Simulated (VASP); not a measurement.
# Cu (Fm-3m) in VASP: notebook, part 2 of 2

VASP 6.6.1. Earlier steps stand in the parts before.

### 5 Single point, LDA

This run uses another cell than the first one, of 10.89 Å³/atom, 1.064 times its volume.

INCAR reads:

```
SYSTEM = Cu
ALGO = Normal
EDIFF = 1E-6
ENCUT = 520
GGA = CA
ISIF = 2
ISMEAR = -1
LASPH = .True.
LCHARG = .False.
LREAL = .False.
LWAVE = .False.
NBANDS = 12
NELM = 100
PREC = Accurate
SIGMA = 0.05
```

KPOINTS reads:

```
k-points
0
Gamma
  18 18 18
  0 0 0
```

POSCAR reads:

```
Cu
1.0
    0.0000000000      1.7593269258      1.7593269258
    1.7593269258      0.0000000000      1.7593269258
    1.7593269258      1.7593269258      0.0000000000
Cu
1
Direct
    0.0000000000      0.0000000000      0.0000000000
```

Potentials or basis: VASP PAW LDA potentials, release 64 (Cu).

The run is started by

```bash
cat potpaw_LDA.64/Cu/POTCAR > POTCAR
mpirun -np 1 vasp_std > vasp.out
```

OUTCAR:

```text
SYSTEM = Cu
   EDIFF = 1E-6
   ENCUT = 520
   GGA = CA
   ISIF = 2
   ISMEAR = -1
   LASPH = .True.
   LREAL = .False.
   NELM = 100
   PREC = Accurate

 ion  position               nearest neighbor table
   1  0.000  0.000  0.000-

  LATTYP: Found a face centered cubic cell.
 ALAT       =     3.5186538516

  Lattice vectors:

 A1 = (   0.0000000000,   1.7593269258,   1.7593269258)
 A2 = (   1.7593269258,   0.0000000000,   1.7593269258)
 A3 = (   1.7593269258,   1.7593269258,   0.0000000000)

Analysis of symmetry for initial positions (statically):
=====================================================================
 Subroutine PRICEL returns:
 Original cell was already a primitive cell.

 Routine SETGRP: Setting up the symmetry group for a
 face centered cubic supercell.

 Subroutine GETGRP returns: Found 48 space group operations
 (whereof 48 operations were pure point group operations)
 out of a pool of 48 trial point group operations.

The static configuration has the point symmetry O_h .

Analysis of symmetry for dynamics (positions and initial velocities):
[... 165 lines left out ...]
      1      -1.5832      2.00000
      2       5.0679      2.00000
      3       5.0679      2.00000
      4       5.0679      2.00000
      5       6.0177      2.00000
      6       6.0177      2.00000
      7      31.7183      0.00000
      8      34.8369      0.00000
      9      34.8369      0.00000
     10      34.8369      0.00000
     11      37.4553      0.00000
     12      37.4553      0.00000
[... 331 lines left out ...]
 k-point    24 :      -0.2222    0.0556    0.0000
  band No.  band energies     occupation
      1       0.5991      2.00000
      2       4.7357      2.00000
      3       5.2482      2.00000
      4       5.2919      2.00000
      5       5.9582      2.00000
      6       6.2371      2.00000
      7      22.0806      0.00000
      8      29.3188      0.00000
      9      33.0238      0.00000
     10      34.4146      0.00000
     11      36.9847      0.00000
     12      37.6018      0.00000

 [... further k-points ...]

------------------------ aborting loop because EDIFF is reached ----------------------------------------

  FORCE on cell =-STRESS in cart. coord.  units (eV):
  Direction    XX          YY          ZZ          XY          YZ          ZX
  --------------------------------------------------------------------------------------
  -------------------------------------------------------------------------------------
  Total        0.0592037      0.0592037      0.0592037      0.0000000     -0.0000000      0.0000000
  in kB        8.7094249      8.7094249      8.7094249      0.0000000     -0.0000000      0.0000000
  external PRESSURE =       8.7094249 kB  Pullay stress =       0.0000000 kB

 VOLUME and BASIS-vectors are now :
 -----------------------------------------------------------------------------
  energy-cutoff  :      520.00
  volume of cell :       10.89
      direct lattice vectors                 reciprocal lattice vectors
     0.000000000  1.759326926  1.759326926    -0.284199595  0.284199595  0.284199595
     1.759326926  0.000000000  1.759326926     0.284199595 -0.284199595  0.284199595
     1.759326926  1.759326926  0.000000000     0.284199595  0.284199595 -0.284199595

 POSITION                                       TOTAL-FORCE (eV/Angst)
 -----------------------------------------------------------------------------------
      0.00000      0.00000      0.00000         0.000000      0.000000      0.000000
 -----------------------------------------------------------------------------------
    total drift:                                0.000000      0.000000      0.000000

  FREE ENERGIE OF THE ION-ELECTRON SYSTEM (eV)
  ---------------------------------------------------
  free  energy   TOTEN  =        -4.7086018014 eV

  energy  without entropy=       -4.7059399291  energy(sigma->0) =       -4.70727087
```

OSZICAR:

```text
N       E                     dE             d eps       ncg     rms          rms(c)
DAV:   1     0.420046725479E+02    0.42005E+02   -0.53342E+03  5276   0.161E+03
DAV:   2    -0.432629081032E+01   -0.46331E+02   -0.42521E+02  4832   0.208E+02
DAV:   3    -0.571828958081E+01   -0.13920E+01   -0.13596E+01  5484   0.409E+01
DAV:   4    -0.572704989333E+01   -0.87603E-02   -0.87590E-02  5268   0.285E+00
DAV:   5    -0.572713315127E+01   -0.83258E-04   -0.83257E-04  5516   0.282E-01    0.805E+00
DAV:   6    -0.508285813501E+01    0.64428E+00   -0.14802E+01  5584   0.763E+01    0.372E+00
DAV:   7    -0.472647061537E+01    0.35639E+00   -0.22181E+00  5632   0.295E+01    0.642E-01
DAV:   8    -0.471007173074E+01    0.16399E-01   -0.62869E-03  5824   0.997E-01    0.278E-01
DAV:   9    -0.470858867476E+01    0.14831E-02   -0.68092E-03  5888   0.143E+00    0.153E-02
DAV:  10    -0.470859995146E+01   -0.11277E-04   -0.27587E-05  6304   0.824E-02    0.413E-03
DAV:  11    -0.470860180080E+01   -0.18493E-05   -0.75212E-07  3764   0.901E-03    0.599E-04
DAV:  12    -0.470860180137E+01   -0.56775E-09   -0.75872E-08  2848   0.420E-03
   1 F= -.47086018E+01 E0= -.47072709E+01  d E =-.266187E-02
```

stdout:

```text
POSCAR found type information on POSCAR Cu
 POSCAR found :  1 types and       1 ions
 scaLAPACK will be used
 LDA part: xc-table for (Slater(with rela. corr.)+CA(PZ))
 , standard interpolation
 POSCAR, INCAR and KPOINTS ok, starting setup
 FFT: planning ... GRIDC
 FFT: planning ... GRID_SOFT
 FFT: planning ... GRID
 WAVECAR not read
 entering main loop
```

Run time: 9.1 s. Hardware: 1 thread of Intel Xeon 6975P-C (Granite Rapids), shared host; peak memory 0.13 GiB.

What came out:

```
Free energy : -4.7086 eV
Pressure    : 0.9 GPa
```

Levels at points of the mesh, in eV from the Fermi level:
```tsv
k point	band 3	band 4	band 5	band 6	band 7	band 8	band 9	band 10
(0.00, 0.00, 0.00)	-3.30	-3.30	-2.35	-2.35	23.35	26.46	26.46	26.46
(0.50, 0.00, 0.00)	-3.34	-1.71	-1.71	-1.19	4.18	21.83	23.23	23.23
(0.50, 0.50, 0.00)	-1.73	-1.55	-1.55	1.45	7.73	13.67	13.67	18.52
```

### 6 Single point, LDA

This run uses another cell than the first one, of 10.89 Å³/atom, 1.064 times its volume.

INCAR reads:

```
ALGO = Normal ; EDIFF = 1E-6
ENCUT = 520 ; GGA = CA
ISIF = 2 ; ISMEAR = -1
LASPH = T ; LCHARG = F
LREAL = F ; LWAVE = F
NBANDS = 12 ; NELM = 100
PREC = Accurate ; SIGMA = 0.05
```

KPOINTS reads:

```
k-points
0
Gamma
  18 18 18
```

POSCAR is that of step 5.

Potentials or basis: VASP PAW LDA potentials, release 64 (Cu).

The run is started by

```bash
cat potpaw_LDA.64/Cu/POTCAR > POTCAR
mpirun -np 1 vasp_std > vasp.out
```

It took 9.1 s on 1 thread of Intel Xeon 6975P-C (Granite Rapids), shared host; peak memory 0.13 GiB.

The run converged. Its results:

```
Free energy : -4.7086 eV
Pressure    : 0.9 GPa
```

Levels at points of the mesh, in eV from the Fermi level:
```
           k point  band 4  band 5  band 6  band 7  band 8  band 9
(0.00, 0.00, 0.00)   -3.30   -2.35   -2.35   23.35   26.46   26.46
(0.50, 0.00, 0.00)   -1.71   -1.71   -1.19    4.18   21.83   23.23
(0.50, 0.50, 0.00)   -1.55   -1.55    1.45    7.73   13.67   13.67
```
